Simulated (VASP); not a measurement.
# MgO (Fm-3m) in VASP: vibrations by perturbation theory with LDA

Aim: the vibrations by perturbation theory of MgO with LDA.

Program: VASP 6.6.1. These are calculated values, not measurements. Logs are shortened: lines on timing, memory, paths and dates and some standing lists are left out, and cuts for length are marked.

**1. The cell of the first run**

It takes space group Fm-3m (No. 225, cubic). The conventional cell has a = 4.159 Å, b = 4.159 Å, c = 4.159 Å, α = 90.00°, β = 90.00°, γ = 90.00°. Mg (site symmetry m-3m) has 6 O at 2.08 Å within 2.8 Å. Within 2.8 Å of O (site symmetry m-3m) lie 6 Mg at 2.08 Å.

**2. Vibrations by perturbation theory, LDA**

Input file INCAR:

```
PREC = Accurate ; ENCUT = 600
EDIFF = 1E-8 ; ISMEAR = 0
SIGMA = 0.01 ; LREAL = False
LASPH = True ; NELM = 120
ALGO = Normal ; ISIF = 2
LWAVE = False ; LCHARG = False
IBRION = 8 ; NSW = 1
LEPSILON = True ; GGA_COMPAT = False
```

Input file KPOINTS:

```
regular mesh
0
Gamma
  10 10 10
```

Input file POSCAR:

```
MgO
1.0
    0.0000000000      2.0795793314      2.0795793314
    2.0795793314      0.0000000000      2.0795793314
    2.0795793314      2.0795793314      0.0000000000
Mg O
1 1
Direct
    0.0000000000      0.0000000000      0.0000000000
    0.5000000000      0.5000000000      0.5000000000
```

Potentials or basis: VASP PAW LDA potentials, release 64 (Mg, O).

Command:

```bash
$ cat potpaw_LDA.64/Mg/POTCAR potpaw_LDA.64/O/POTCAR > POTCAR
$ mpirun -np 1 vasp_std > vasp.out
```

OUTCAR:

```text
PREC = Accurate
   ENCUT = 600
   EDIFF = 1E-8
   ISMEAR = 0
   LREAL = False
   LASPH = True
   NELM = 120
   ISIF = 2
   IBRION = 8
   NSW = 1
   LEPSILON = True

 ion  position               nearest neighbor table
   1  0.000  0.000  0.000-   2 2.08   2 2.08   2 2.08   2 2.08   2 2.08   2 2.08
   2  0.500  0.500  0.500-   1 2.08   1 2.08   1 2.08   1 2.08   1 2.08   1 2.08

  LATTYP: Found a face centered cubic cell.
 ALAT       =     4.1591586628

  Lattice vectors:

 A1 = (   0.0000000000,   2.0795793314,   2.0795793314)
 A2 = (   2.0795793314,   0.0000000000,   2.0795793314)
 A3 = (   2.0795793314,   2.0795793314,   0.0000000000)

Analysis of symmetry for initial positions (statically):
=====================================================================
 Subroutine PRICEL returns:
 Original cell was already a primitive cell.

 Routine SETGRP: Setting up the symmetry group for a
 face centered cubic supercell.

 Subroutine GETGRP returns: Found 48 space group operations
 (whereof 48 operations were pure point group operations)
 out of a pool of 48 trial point group operations.

The static configuration has the point symmetry O_h .

Analysis of symmetry for dynamics (positions and initial velocities):
=====================================================================
 Subroutine PRICEL returns:
 Original cell was already a primitive cell.

 Routine SETGRP: Setting up the symmetry group for a
 face centered cubic supercell.

 Subroutine GETGRP returns: Found 48 space group operations
 (whereof 48 operations were pure point group operations)
 out of a pool of 48 trial point group operations.

The dynamic configuration has the point symmetry O_h .

 Subroutine INISYM returns: Found 48 space group operations
 (whereof 48 operations are pure point group operations),
 and found     1 'primitive' translations

----------------------------------------------------------------------------------------

                                     Primitive cell

  volume of cell :      17.9869

  direct lattice vectors                    reciprocal lattice vectors
     0.000000000  2.079579331  2.079579331    -0.240433242  0.240433242  0.240433242
     2.079579331  0.000000000  2.079579331     0.240433242 -0.240433242  0.240433242
     2.079579331  2.079579331  0.000000000     0.240433242  0.240433242 -0.240433242

  length of vectors
     2.940969294  2.940969294  2.940969294     0.416442590  0.416442590  0.416442590

  position of ions in fractional coordinates (direct lattice)
     0.000000000  0.000000000  0.000000000
     0.500000000  0.500000000  0.500000000

  ion indices of the primitive-cell ions
   primitive index   ion index
                 1           1
                 2           2

----------------------------------------------------------------------------------------

 KPOINTS: regular mesh

Automatic generation of k-mesh.
 Grid dimensions read from file:
 generate k-points for:   10   10   10

 Generating k-lattice:

  Cartesian coordinates                     Fractional coordinates (reciprocal lattice)
    -0.024043324  0.024043324  0.024043324     0.100000000  0.000000000  0.000000000
     0.024043324 -0.024043324  0.024043324     0.000000000  0.100000000  0.000000000
     0.024043324  0.024043324 -0.024043324     0.000000000  0.000000000  0.100000000

  Length of vectors
     0.041644259  0.041644259  0.041644259

  Shift w.r.t. Gamma in fractional coordinates (k-lattice)
     0.000000000  0.000000000  0.000000000

 Subroutine IBZKPT returns following result:
 ===========================================

[... 372 lines left out ...]
  energy-cutoff  :      600.00
  volume of cell :       17.99
      direct lattice vectors                 reciprocal lattice vectors
     0.000000000  2.079579331  2.079579331    -0.240433242  0.240433242  0.240433242
     2.079579331  0.000000000  2.079579331     0.240433242 -0.240433242  0.240433242
     2.079579331  2.079579331  0.000000000     0.240433242  0.240433242 -0.240433242

 POSITION                                       TOTAL-FORCE (eV/Angst)
 -----------------------------------------------------------------------------------
      0.00000      0.00000      0.00000         0.000000      0.000000      0.000000
      2.07958      2.07958      2.07958        -0.000000     -0.000000      0.000000
 -----------------------------------------------------------------------------------
    total drift:                               -0.000000     -0.000000      0.000000

  FREE ENERGIE OF THE ION-ELECTRON SYSTEM (eV)
  ---------------------------------------------------
  free  energy   TOTEN  =       -13.4482530508 eV

  energy  without entropy=      -13.4482530508  energy(sigma->0) =      -13.44825305

 HEAD OF MICROSCOPIC STATIC DIELECTRIC TENSOR (INDEPENDENT PARTICLE, excluding Hartree and local field effects)
 ------------------------------------------------------
           3.218211    -0.000000     0.000000
          -0.000000     3.218211    -0.000000
           0.000000    -0.000000     3.218211
 ------------------------------------------------------

 Free energy of the ion-electron system (eV)
  ---------------------------------------------------
  ---------------------------------------------------
  free energy    TOTEN  =        -0.11185160 eV

  energy without entropy =       -0.11185160

------------------------ aborting loop because EDIFF is reached ----------------------------------------

--------------------------------------- Ionic step        2  -------------------------------------------

------------------------ aborting loop because EDIFF is reached ----------------------------------------

--------------------------------------- Ionic step        3  -------------------------------------------

------------------------ aborting loop because EDIFF is reached ----------------------------------------

 PIEZOELECTRIC TENSOR FIELD DIRECTION 3  (e Angst)
 -----------------------------------------------------------------------------
    -0.00015  0.00000  0.00000           ( -0.00001  0.00000  0.00000)
     0.00000 -0.00015 -0.00000           (  0.00000 -0.00001  0.00000)
     0.00000 -0.00000 -0.00018           (  0.00000  0.00000 -0.00001)

 PIEZOELECTRIC TENSOR FIELD DIRECTION 3  (C/m^2)
 -----------------------------------------------------------------------------
    -0.00014  0.00000  0.00000
     0.00000 -0.00014 -0.00000
     0.00000 -0.00000 -0.00016

--------------------------------------- Ionic step        4  -------------------------------------------

------------------------ aborting loop because EDIFF is reached ----------------------------------------

[... ionic steps 5 to 6 ...]

--------------------------------------- Ionic step        7  -------------------------------------------

 Free energy of the ion-electron system (eV)
  ---------------------------------------------------
  ---------------------------------------------------
  free energy    TOTEN  =        -0.35282111 eV

  energy without entropy =       -0.35282111

------------------------ aborting loop because EDIFF is reached ----------------------------------------

 INTERNAL STRAIN TENSOR  FOR ION    2  DIRECTION 1   (eV/Angst):
 -----------------------------------------------------------------------------
    -0.00491  0.00000  0.00000
     0.00000  0.00714 -0.00000
     0.00000 -0.00000  0.00714

 MACROSCOPIC STATIC DIELECTRIC TENSOR (including local field effects in DFT)
 ------------------------------------------------------
           3.103448    -0.000000    -0.000000
           0.000000     3.103448     0.000000
          -0.000000     0.000000     3.103448
 ------------------------------------------------------

 PIEZOELECTRIC TENSOR (including local field effects)  for field in x, y, z        (e  Angst)
          XX          YY          ZZ          XY          YZ          ZX
  --------------------------------------------------------------------------------
  x     0.00000     0.00000     0.00000     0.00000     0.00000     0.00000
  y     0.00000     0.00000     0.00000     0.00000     0.00000     0.00000
  z     0.00000     0.00000     0.00000     0.00000     0.00000     0.00000

 PIEZOELECTRIC TENSOR (including local field effects)  for field in x, y, z        (C/m^2)
          XX          YY          ZZ          XY          YZ          ZX
  --------------------------------------------------------------------------------
  x     0.00000     0.00000     0.00000     0.00000     0.00000     0.00000
  y     0.00000     0.00000     0.00000     0.00000     0.00000     0.00000
  z     0.00000     0.00000     0.00000     0.00000     0.00000     0.00000

 BORN EFFECTIVE CHARGES (including local field effects) (in |e|, cummulative output)
 ---------------------------------------------------------------------------------
 ion    1
    1     1.95245     0.00000    -0.00000
    2     0.00000     1.95245     0.00000
    3    -0.00000    -0.00000     1.95245
 ion    2
    1    -1.95245    -0.00000     0.00000
    2    -0.00000    -1.95245    -0.00000
    3     0.00000     0.00000    -1.95245

 INTERNAL STRAIN TENSOR FOR ION    2 for displacements in x,y,z  (eV/Angst):
          X           Y           Z          XY          YZ          ZX
  --------------------------------------------------------------------------------
  x     0.00000     0.00000     0.00000     0.00000     0.00000     0.00000
  y     0.00000     0.00000     0.00000     0.00000     0.00000     0.00000
  z     0.00000     0.00000     0.00000     0.00000     0.00000     0.00000

 SECOND DERIVATIVES (NOT SYMMETRIZED)
 ------------------------------------
               1X          1Y          1Z          2X          2Y          2Z
  1X    -6.093751    0.000000    0.000000    6.093751    0.000000    0.000000
  1Y     0.000000   -6.093751    0.000000    0.000000    6.093751    0.000000
  1Z     0.000000    0.000000   -6.093751    0.000000    0.000000    6.093751
  2X     6.102686    0.000000    0.000000   -6.102686    0.000000    0.000000
  2Y     0.000000    6.102686    0.000000    0.000000   -6.102686    0.000000
  2Z     0.000000    0.000000    6.102686    0.000000    0.000000   -6.102686

 Eigenvectors and eigenvalues of the dynamical matrix
 ----------------------------------------------------

   1 f  =   12.429587 THz    78.097396 2PiTHz  414.606379 cm-1    51.404616 meV
             X         Y         Z           dx          dy          dz
      0.000000  0.000000  0.000000    -0.000000   -0.629780   -0.000000
      2.079579  2.079579  2.079579     0.000000    0.776774   -0.000000
[... 21 lines left out ...]
   6 f/i=    0.004455 THz     0.027991 2PiTHz    0.148601 cm-1     0.018424 meV
             X         Y         Z           dx          dy          dz
      0.000000  0.000000  0.000000    -0.086481    0.592353    0.494991
      2.079579  2.079579  2.079579    -0.070116    0.480258    0.401321

--------------------------------------------------------------------------------------------------------

 MACROSCOPIC STATIC DIELECTRIC TENSOR IONIC CONTRIBUTION
 ------------------------------------------------------
           6.288803     0.000000    -0.000000
          -0.000000     6.288803    -0.000000
          -0.000000    -0.000000     6.288803
 ------------------------------------------------------

 ELASTIC MODULI CONTR FROM IONIC RELAXATION (kBar)
 Direction    XX          YY          ZZ          XY          YZ          ZX
 --------------------------------------------------------------------------------
 XX           0.0000      0.0000      0.0000      0.0000      0.0000      0.0000
 YY           0.0000      0.0000      0.0000      0.0000      0.0000      0.0000
 ZZ           0.0000      0.0000      0.0000      0.0000      0.0000      0.0000
 XY           0.0000      0.0000      0.0000      0.0000      0.0000      0.0000
 YZ           0.0000      0.0000      0.0000      0.0000      0.0000      0.0000
 ZX           0.0000      0.0000      0.0000      0.0000      0.0000      0.0000
 --------------------------------------------------------------------------------

 PIEZOELECTRIC TENSOR IONIC CONTR  for field in x, y, z        (C/m^2)
          XX          YY          ZZ          XY          YZ          ZX
  --------------------------------------------------------------------------------
  x     0.00000     0.00000     0.00000     0.00000     0.00000     0.00000
  y     0.00000     0.00000     0.00000     0.00000     0.00000     0.00000
  z     0.00000     0.00000     0.00000     0.00000     0.00000     0.00000
```

It took 56 s on 1 thread of Intel Xeon 6975P-C, shared host; peak memory 0.18 GiB.

Results:

```yaml
Electronic_dielectric_tensor_diagonal: 3.10
Born_charges_mean_of_the_diagonal: Mg +1.95; O -1.95 e
Highest_phonon_frequency_at_Γ_LO-TO_splitting_left_out: 415 cm⁻¹
```

Phonon frequencies in cm⁻¹ (negative: imaginary):
```tsv
q point	frequencies
(0.000, 0.000, 0.000)	0 0 0 415 415 415
```

Electronic dielectric tensor:
```
3.10 0.00 0.00
0.00 3.10 0.00
0.00 0.00 3.10
```

Born effective charge tensors (e):
atom 1, Mg
```
1.95 0.00 0.00
0.00 1.95 0.00
0.00 0.00 1.95
```
atom 2, O
```
-1.95  0.00  0.00
 0.00 -1.95  0.00
 0.00  0.00 -1.95
```

Caveat: the cell wasn't relaxed at this level first, which shifts response properties.
